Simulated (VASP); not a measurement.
# TaPAu3 (P6_3/mmc) in VASP: a series of runs, part 2 of 2

VASP 6.6.1.

### 3 Relaxation of cell and atoms, PBE

This run uses another cell than the first one, of 18.12 Å³/atom.

The input, INCAR:

```
SYSTEM = TaPAu3
  PREC = Accurate
  ENCUT = 600
  EDIFF = 1E-6
  ISMEAR = 0
  SIGMA = 0.1
  LREAL = .FALSE.
  LASPH = .TRUE.
  NELM = 60
  ALGO = Normal
  ISIF = 3
  LWAVE = .FALSE.
  LCHARG = .FALSE.
  GGA = PE
  IBRION = 2
  NSW = 90
  EDIFFG = -0.04
```

The input, KPOINTS:

```
Automatic mesh
0
G
  3 3 4
  0 0 0
```

The input, POSCAR:

```
TaPAu3
1.0
    6.2566544163      0.0000000000      0.0000000000
   -3.1283272081      5.4184216672      0.0000000000
    0.0000000000      0.0000000000      5.3453832580
Ta P Au
2 2 6
Direct
    0.3333333333      0.6666666667      0.7500000000
    0.6666666667      0.3333333333      0.2500000000
    0.0000000000      0.0000000000      0.5000000000
    0.0000000000      0.0000000000      0.0000000000
    0.1460000000      0.2919999999      0.2500000000
    0.8540000000      0.1460000000      0.7500000000
    0.8540000000      0.7080000001      0.7500000000
    0.1460000000      0.8540000000      0.2500000000
    0.7080000001      0.8540000000      0.2500000000
    0.2919999999      0.1460000000      0.7500000000
```

Potentials or basis: VASP PAW PBE potentials, release 64 (Ta_pv, P, Au).

Run with:

```bash
> cat potpaw_PBE.64/Ta_pv/POTCAR potpaw_PBE.64/P/POTCAR potpaw_PBE.64/Au/POTCAR > POTCAR
> mpirun -np 1 vasp_std > vasp.out
```

OUTCAR:

```text
SYSTEM = TaPAu3
   PREC = Accurate
   ENCUT = 600
   EDIFF = 1E-6
   ISMEAR = 0
   LREAL = .FALSE.
   LASPH = .TRUE.
   NELM = 60
   ISIF = 3
   GGA = PE
   IBRION = 2
   NSW = 90
   EDIFFG = -0.04

 ion  position               nearest neighbor table
   1  0.333  0.667  0.750-  10 3.14  10 3.14   7 3.14   7 3.14   6 3.14   6 3.14   8 3.36   8 3.36
                             5 3.36   5 3.36   9 3.36   9 3.36
   2  0.667  0.333  0.250-   9 3.14   9 3.14   5 3.14   5 3.14   8 3.14   8 3.14   6 3.36   6 3.36
                             7 3.36   7 3.36  10 3.36  10 3.36
   3  0.000  0.000  0.500-   5 2.07   7 2.07   9 2.07  10 2.07   6 2.07   8 2.07   4 2.67   4 2.67

   4  0.000  0.000  0.000-   5 2.07   7 2.07   9 2.07  10 2.07   6 2.07   8 2.07   3 2.67   3 2.67

   5  0.146  0.292  0.250-   3 2.07   4 2.07   8 2.74   9 2.74  10 3.11  10 3.11   6 3.11   6 3.11
                             2 3.14   2 3.14   1 3.36   1 3.36   8 3.52   9 3.52
   6  0.854  0.146  0.750-   3 2.07   4 2.07   7 2.74  10 2.74   9 3.11   9 3.11   5 3.11   5 3.11
                             1 3.14   1 3.14   2 3.36   2 3.36   7 3.52  10 3.52
   7  0.854  0.708  0.750-   3 2.07   4 2.07   6 2.74  10 2.74   9 3.11   9 3.11   8 3.11   8 3.11
                             1 3.14   1 3.14   2 3.36   2 3.36   6 3.52  10 3.52
   8  0.146  0.854  0.250-   3 2.07   4 2.07   5 2.74   9 2.74  10 3.11  10 3.11   7 3.11   7 3.11
                             2 3.14   2 3.14   1 3.36   1 3.36   5 3.52   9 3.52
   9  0.708  0.854  0.250-   3 2.07   4 2.07   8 2.74   5 2.74   7 3.11   7 3.11   6 3.11   6 3.11
                             2 3.14   2 3.14   1 3.36   1 3.36   8 3.52   5 3.52
  10  0.292  0.146  0.750-   3 2.07   4 2.07   6 2.74   7 2.74   5 3.11   5 3.11   8 3.11   8 3.11
                             1 3.14   1 3.14   2 3.36   2 3.36   6 3.52   7 3.52

  LATTYP: Found a hexagonal cell.
 ALAT       =     6.2566544163
 C/A-ratio  =     0.8543516874

  Lattice vectors:

[... 315 lines left out ...]
 cond. band min:       3.3059054038   @ k =   0.0000   0.0000   0.2500
 fundamental gap:      0.0139915034
 Fermi energy:         3.2923606295

 k-point     1 :       0.0000    0.0000    0.0000
  band No.  band energies     occupation
      1     -32.9829      2.00000
      2     -32.9826      2.00000
      3     -32.9314      2.00000
      4     -32.9314      2.00000
      5     -32.9312      2.00000
      6     -32.9312      2.00000
[... 538 lines left out ...]
     57       3.8910      0.00000
     58       3.8910      0.00000

[... ionic steps 4 to 22 ...]

--------------------------------------- Ionic step       23  -------------------------------------------

 number of electron      97.9999999 magnetization

------------------------ aborting loop because EDIFF is reached ----------------------------------------
[... 83 lines left out ...]
--------------------------------------- Ionic step       25  -------------------------------------------

 number of electron      97.9999999 magnetization

 Free energy of the ion-electron system (eV)
  ---------------------------------------------------
  ext. energy  EPLUGINS =         0.00000000
  ---------------------------------------------------
  free energy    TOTEN  =       -48.86307791 eV

  energy without entropy =      -48.81000261  energy(sigma->0) =      -48.83654026

 E-fermi :   8.0812     XC(G=0): -11.8299

 val. band max:        8.0619751926   @ k =   0.3333  -0.0000   0.2500
 cond. band min:       8.0835316664   @ k =   0.3333  -0.0000   0.5000
 fundamental gap:      0.0215564737
 Fermi energy:         8.0812060908

 k-point     1 :       0.0000    0.0000    0.0000
  band No.  band energies     occupation
      1     -27.6814      2.00000
      2     -27.6814      2.00000
      3     -27.6782      2.00000
      4     -27.6782      2.00000
      5     -27.5984      2.00000
      6     -27.5964      2.00000
[... 575 lines left out ...]
  FREE ENERGIE OF THE ION-ELECTRON SYSTEM (eV)
  ---------------------------------------------------
  free  energy   TOTEN  =       -48.8630779087 eV

  energy  without entropy=      -48.8100026139  energy(sigma->0) =      -48.83654026

 reached required accuracy - stopping structural energy minimisation
```

CONTCAR:

```text
TaPAu3
   1.00000000000000
     6.8577089224894427    0.0000000000037400    0.0000000000000000
    -3.4288544611866798    5.9389501386137127   -0.0000000000000000
     0.0000000000000000    0.0000000000000000    4.5606056179997703
  Ta              P               Au
     2     2     6
Direct
     0.3333333332999970    0.6666666667000030    0.7500000000000000
     0.6666666667000030    0.3333333332999970    0.2500000000000000
     0.0000000000000000    0.0000000000000000    0.5000000000000000
     0.0000000000000000    0.0000000000000000    0.0000000000000000
     0.1952446941685799    0.3904893882369741    0.2500000000000000
     0.8047553058314613    0.1952446941683959    0.7500000000000000
     0.8047553058314201    0.6095106117630260    0.7500000000000000
     0.1952446941685386    0.8047553058316042    0.2500000000000000
     0.6095106117628837    0.8047553058314201    0.2500000000000000
     0.3904893882371167    0.1952446941685800    0.7500000000000000

  0.00000000E+00  0.00000000E+00  0.00000000E+00
  0.00000000E+00  0.00000000E+00  0.00000000E+00
  0.00000000E+00  0.00000000E+00  0.00000000E+00
  0.00000000E+00  0.00000000E+00  0.00000000E+00
  0.00000000E+00  0.00000000E+00  0.00000000E+00
  0.00000000E+00  0.00000000E+00  0.00000000E+00
  0.00000000E+00  0.00000000E+00  0.00000000E+00
  0.00000000E+00  0.00000000E+00  0.00000000E+00
  0.00000000E+00  0.00000000E+00  0.00000000E+00
  0.00000000E+00  0.00000000E+00  0.00000000E+00
```

It took 30 min on 1 thread of Intel Xeon 6975P-C (Granite Rapids), shared host; peak memory 0.45 GiB.

What came out:

| Property | Result |
| --- | --- |
| Free energy | -48.8631 eV |
| Relaxed volume | 18.57 Å³/atom |
| Relaxed cell | a = 6.858 Å, b = 6.858 Å, c = 4.561 Å, α = 90.00°, β = 90.00°, γ = 120.00° |
| Space group after relaxing (to 0.1 Å) | P6_3/mmc (No. 194) |
| Energy gained by relaxing | 1760.7 meV/atom |
| Ionic steps | 25 |
| Pressure after relaxing | 0.0 GPa |
| Largest force after relaxing | 0.022 eV/Å |
| Band gap on the k mesh | zero (bands 49 and 50 overlap by 0.80 eV) |

Forces on the atoms (eV/Å):
```
Ta   0.000  0.000  0.000
Ta   0.000  0.000  0.000
P    0.000  0.000  0.000
P    0.000  0.000  0.000
Au   0.000  0.022  0.000
Au  -0.019  0.011  0.000
Au   0.000 -0.022  0.000
Au   0.019 -0.011  0.000
Au  -0.019 -0.011  0.000
Au   0.019  0.011  0.000
```

Step by step:
```
step  energy change (eV)  largest force (eV/Å)  pressure (GPa)  volume (Å³)
   1              0.0000               13.0231           47.71       181.21
   2              0.3541                0.0201          -13.88       361.83
   3             -3.8394                0.0360          -16.63       317.71
   4             -7.4999                0.1072          -17.88       283.82
   5            -12.2197                1.8103          -11.54       228.76
   6            -12.2137                2.9715           -5.58       215.42
   7            -12.3324                2.3377           -8.89       221.89
   8            -15.1416                2.2151           -3.77       196.15
   9            -15.7559                0.4399           10.47       175.35
  10            -15.8876                1.4427            3.68       182.72
  11            -15.9047                1.2259            5.28       180.71
  12            -16.2184                1.7489            1.75       185.33
  13            -16.3366                0.6497            2.24       183.80
  14            -16.8260                0.0734           -4.46       191.22
  15            -16.9019                0.0895           -6.54       194.57
  16            -17.2982                0.1295           -4.01       189.72
  17            -17.5315                0.0550           -0.42       184.70
  18            -16.9767                0.4433           12.97       173.77
  19            -17.5619                0.0194            1.01       183.11
  20            -17.5665                0.0079            2.20       181.93
  21            -17.5669                0.0012            1.91       182.20
  22            -17.5971                0.0032            1.30       183.64
  23            -17.6022                0.0051            1.00       184.57
  24            -17.6064                0.0301           -0.32       186.12
  25            -17.6068                0.0216            0.01       185.74
```

Final structure:
```yaml
crystal:
  lattice:
    - [6.85771, 0.00000, 0.00000]
    - [-3.42885, 5.93895, 0.00000]
    - [0.00000, 0.00000, 4.56061]
  atoms:
    - { symbol: Ta, position: [0.33333, 0.66667, 0.75000] }
    - { symbol: Ta, position: [0.66667, 0.33333, 0.25000] }
    - { symbol: P, position: [0.00000, 0.00000, 0.50000] }
    - { symbol: P, position: [0.00000, 0.00000, 0.00000] }
    - { symbol: Au, position: [0.19524, 0.39049, 0.25000] }
    - { symbol: Au, position: [0.80476, 0.19524, 0.75000] }
    - { symbol: Au, position: [0.80476, 0.60951, 0.75000] }
    - { symbol: Au, position: [0.19524, 0.80476, 0.25000] }
    - { symbol: Au, position: [0.60951, 0.80476, 0.25000] }
    - { symbol: Au, position: [0.39049, 0.19524, 0.75000] }
```

Caveat: the k points lie up to 0.35 Å⁻¹ apart in the final cell, too coarse for converged energies and pressures of a metal; spin-orbit coupling is left out, which moves the levels of the heavy elements.

### 4 Single point, PBE

The input, INCAR:

```
PREC = Accurate
ENCUT = 520
EDIFF = 1E-6
ISMEAR = 0
SIGMA = 0.1
LREAL = False
LASPH = True
NELM = 60
ALGO = Normal
ISIF = 2
LWAVE = False
LCHARG = False
GGA = PE
NBANDS = 60
```

The input, KPOINTS:

```
Automatic mesh
0
Gamma
  6 6 8
```

The input, POSCAR:

```
TaPAu3
1.0
    6.8183529585      0.0000000000      0.0000000000
   -3.4091764793      5.9048668741      0.0000000000
    0.0000000000      0.0000000000      4.6143355284
Ta P Au
2 2 6
Direct
    0.3333333333      0.6666666667      0.7500000000
    0.6666666667      0.3333333333      0.2500000000
    0.0000000000      0.0000000000      0.5000000000
    0.0000000000      0.0000000000      0.0000000000
    0.1956095605      0.3912191210      0.2500000000
    0.8043904395      0.1956095605      0.7500000000
    0.8043904395      0.6087808790      0.7500000000
    0.1956095605      0.8043904395      0.2500000000
    0.6087808790      0.8043904395      0.2500000000
    0.3912191210      0.1956095605      0.7500000000
```

Run with:

```bash
> cat potpaw_PBE.64/Ta_pv/POTCAR potpaw_PBE.64/P/POTCAR potpaw_PBE.64/Au/POTCAR > POTCAR
> mpirun -np 1 vasp_std > vasp.out
```

Wall time 4.4 min (1 thread of Intel Xeon 6975P-C (Granite Rapids), shared host); peak memory 0.51 GiB.

Results (log left out):

| Item | Value |
| --- | --- |
| Free energy | -48.9882 eV |
| Pressure | -0.2 GPa |
| Largest force | 0.004 eV/Å |
| Band gap on the k mesh | zero (bands 49 and 50 overlap by 0.86 eV) |

Forces in eV/Å, atoms in the order of the input:
```
Ta   0.000  0.000  0.000
Ta   0.000  0.000  0.000
P    0.000  0.000  0.000
P    0.000  0.000  0.000
Au   0.000 -0.004  0.000
Au   0.003 -0.002  0.000
Au   0.000  0.004  0.000
Au  -0.003  0.002  0.000
Au   0.003  0.002  0.000
Au  -0.003 -0.002  0.000
```

Levels at points of the mesh, in eV from the Fermi level:
```csv
k point,band 45,band 46,band 47,band 48,band 49,band 50,band 51,band 52,band 53,band 54
"(0.00, 0.00, 0.00)",-2.84,-1.18,-1.18,0.59,0.59,0.64,0.64,0.72,1.08,1.08
"(0.50, 0.00, 0.00)",-0.96,-0.83,-0.75,-0.70,-0.41,0.20,0.35,0.51,1.03,1.09
"(0.00, 0.00, 0.50)",-1.15,-1.15,-1.15,-1.15,-0.20,-0.20,0.72,0.72,0.86,0.86
"(0.50, 0.00, 0.50)",-0.73,-0.73,-0.47,-0.47,-0.28,-0.28,0.50,0.50,0.67,0.67
```

Caveat: spin-orbit coupling is left out, which moves the levels of the heavy elements.

### 5 Summary

| task | cell | k mesh | cutoff (eV) | gap on the mesh (eV) | pressure (GPa) |
| --- | --- | --- | --- | --- | --- |
| single point | a = 6.851, b = 6.851, c = 4.567 Å, angles 90.0, 90.0, 120.0°, 10 atoms, atomic positions A | 3 × 3 × 4 | 520 | none | 0.0 |
| relaxation of cell and atoms | relaxed from a = 6.257, b = 6.257, c = 5.345 Å, angles 90.0, 90.0, 120.0°, 10 atoms, atomic positions B | 3 × 3 × 4 | 600 | none | 0.0 |
| single point | a = 6.818, b = 6.818, c = 4.614 Å, angles 90.0, 90.0, 120.0°, 10 atoms, atomic positions C | 6 × 6 × 8 | 520 | none | -0.2 |

Alike in all rows: level PBE; potentials or basis VASP PAW PBE potentials, release 64 (Ta_pv, P, Au); no spin polarisation; smearing gaussian 0.1 eV.

Caveats: some runs use coarse meshes; spin-orbit coupling is left out, which moves the levels of the heavy elements.

Total energies depend on the potentials used, so only differences within one code and one set of settings carry meaning.

The gap in the log of VASP goes by the Fermi energy; the results here count the filled bands.